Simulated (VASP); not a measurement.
Wanted: the native input for a VASP 6.6.1 run.

```
Task                   : single point
Functional             : PBE
Potentials or basis    : VASP PAW PBE potentials, release 64 (Re)
Cutoff                 : 520 eV
k mesh                 : 11 × 11 × 6
Occupations            : fermi-dirac, width 0.05 eV
Spin                   : no spin polarisation
Dipole correction      : no
Further INCAR settings : ALGO = Normal; EDIFF = 1e-06; NBANDS = 14
```

The structure of Re lies in POSCAR:

```
Re
1.0
    2.7699618728      0.0000000000      0.0000000000
   -1.3849809364      2.3988573494      0.0000000000
    0.0000000000      0.0000000000      4.4768990830
Re
2
Direct
    0.6666666667      0.3333333333      0.7500000000
    0.3333333333      0.6666666667      0.2500000000
```

The input as run:

INCAR

```
PREC     = Accurate       # precision mode
ENCUT    = 520            # plane-wave cutoff, eV
EDIFF    = 1E-6           # SCF threshold, eV
ISMEAR   = -1             # smearing method
SIGMA    = 0.05           # smearing width, eV
LREAL    = False          # projectors in reciprocal space
LASPH    = True           # aspherical terms in the spheres
NELM     = 80             # most SCF steps
ALGO     = Normal         # electronic algorithm
ISIF     = 2              # what is computed and relaxed
LWAVE    = False          # write WAVECAR
LCHARG   = True           # write CHGCAR
GGA      = PE             # functional
LELF     = True           # ELF
LVHAR    = True         
NBANDS   = 14             # bands
```

KPOINTS

```
Automatic mesh
0
Gamma
  11 11 6
```

Potentials or basis: VASP PAW PBE potentials, release 64 (Re).

Launch:

```sh
$ cat potpaw_PBE.64/Re/POTCAR > POTCAR
$ mpirun -np 1 vasp_std > vasp.out
```

It gave:

The pressure is 1.4 GPa and the band gap on the k mesh is zero (bands 7 and 8 overlap by 2.99 eV).

Caveat: spin-orbit coupling is left out, which moves the levels of the heavy elements.

Wall time 36 s on 1 thread of Intel Xeon 8259CL, on a shared host, peak memory 0.17 GiB.
